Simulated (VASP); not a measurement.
Write the native input for VASP 6.6.1 that does the following.

```yaml
Task: single point
Functional: r2SCAN
Potentials_or_basis: VASP PAW PBE potentials, release 64 (Ga_d, N)
Cutoff: 520 eV
k_mesh: 10 × 10 × 3
Occupations: gaussian, width 0.05 eV
Spin: no spin polarisation
Dipole_correction: no
Further_INCAR_settings: ALGO = Normal; EDIFF = 1e-06; NBANDS = 46
```

The system is GaN.

```
Ga N
1.0
    -3.18310    0.00000    0.00000
    -1.59155   -2.75664    0.00000
    -0.31831    0.00000   10.36719
Ga N
4 4
Direct
  0.31775 0.33333 0.15581
  0.26775 0.33333 0.65581
  0.57609 0.66667 0.90581
  0.62609 0.66667 0.40581
  0.24891 0.33333 0.84419
  0.29891 0.33333 0.34419
  0.65725 0.66667 0.09419
  0.60725 0.66667 0.59419
```

The input as run:

POSCAR

```
GaN
1.0
   -3.1830984305      0.0000000000      0.0000000000
   -1.5915492152     -2.7566441035      0.0000000000
   -0.3183098430      0.0000000000     10.3671924820
Ga N
4 4
Direct
    0.3177528281      0.3333333333      0.1558050524
    0.2677528281      0.3333333333      0.6558050524
    0.5760861614      0.6666666667      0.9058050524
    0.6260861614      0.6666666667      0.4058050524
    0.2489138386      0.3333333333      0.8441949476
    0.2989138386      0.3333333333      0.3441949476
    0.6572471719      0.6666666667      0.0941949476
    0.6072471719      0.6666666667      0.5941949476
```

INCAR.step1

```
SYSTEM = GaN
PREC = Accurate ; ENCUT = 520
ISMEAR = 0 ; SIGMA = 0.05
LREAL = .False. ; LASPH = .True.
NELM = 60 ; NBANDS = 46
GGA = PE ; ALGO = Normal
EDIFF = 1E-4 ; LWAVE = .True.
LCHARG = .False.
```

INCAR.step2

```
SYSTEM = GaN
PREC = Accurate ; ENCUT = 520
EDIFF = 1E-6 ; ISMEAR = 0
SIGMA = 0.05 ; LREAL = .False.
LASPH = .True. ; NELM = 60
ALGO = Normal ; ISIF = 2
LWAVE = .False. ; LCHARG = .False.
METAGGA = R2SCAN ; LMIXTAU = .True.
NBANDS = 46 ; ISTART = 1
```

KPOINTS

```
regular mesh
0
Gamma
  10 10 3
  0 0 0
```

Potentials or basis: VASP PAW PBE potentials, release 64 (Ga_d, N).

Command:

```sh
$ cat potpaw_PBE.64/Ga_d/POTCAR potpaw_PBE.64/N/POTCAR > POTCAR
$ cp INCAR.step1 INCAR
$ mpirun -np 1 vasp_std > vasp.out
$ cp INCAR.step2 INCAR
$ mpirun -np 1 vasp_std > vasp.out
```

It gave:

- Pressure: 0.9 GPa
- Largest force: 0.519 eV/Å
- Band gap on the k mesh: 2.23 eV

Caveat: the PAW data sets were made with another functional, which shifts forces and pressure a little.

It took 30 min on 1 thread of Oxide Virtual Turin-like Processor (shared host), peak memory 0.51 GiB.
